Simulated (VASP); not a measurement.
Write the native input for VASP 6.6.1 that does the following.

```
Task                   : single point
Functional             : PBE
Potentials or basis    : VASP PAW PBE potentials, release 64 (Bi_d, As, Se)
Cutoff                 : 520 eV
k mesh                 : 4 × 4 × 4
Occupations            : gaussian, width 0.1 eV
Spin                   : no spin polarisation
Dipole correction      : no
Further INCAR settings : ALGO = Normal; EDIFF = 1e-07; NBANDS = 20
```

The structure of BiAsSe lies in POSCAR:

```
BiAsSe
1.0
    3.9167645857      0.0000000000      0.0000000000
    0.0000000000      3.9167645857      0.0000000000
    0.0000000000      0.0000000000      5.4903358230
Bi As Se
1 1 1
Direct
    0.0000000000      0.0000000000      0.4816168293
    0.5000000000      0.5000000000      0.2402555378
    0.5000000000      0.5000000000      0.7996207429
```

One way to write it, as run:

INCAR

```
SYSTEM = BiAsSe
ALGO = Normal
EDIFF = 1E-7
ENCUT = 520
GGA = PE
ISIF = 2
ISMEAR = 0
LASPH = .True.
LCHARG = .True.
LELF = .True.
LREAL = .False.
LVHAR = .True.
LWAVE = .False.
NBANDS = 20
NELM = 100
PREC = Accurate
SIGMA = 0.1
```

KPOINTS

```
k-points
0
Gamma
  4 4 4
  0 0 0
```

Potentials or basis: VASP PAW PBE potentials, release 64 (Bi_d, As, Se).

The run is started by

```bash
$ cat potpaw_PBE.64/Bi_d/POTCAR potpaw_PBE.64/As/POTCAR potpaw_PBE.64/Se/POTCAR > POTCAR
$ mpirun -np 1 vasp_std > vasp.out
```

Results of the run:

```json
{"Pressure": "0.1 GPa", "Largest force": "0.027 eV/Å", "Band gap on the k mesh": "zero (band 13 reaches 5.65 eV, above the bottom of band 14 at 4.04 eV)"}
```

Caveat: the k points lie up to 0.40 Å⁻¹ apart; spin-orbit coupling is left out, which moves the levels of the heavy elements.

Run time: 16 s on 1 thread of Intel(R) Xeon(R) 6975P-C (Granite Rapids), on a shared host, peak memory 0.2 GiB.
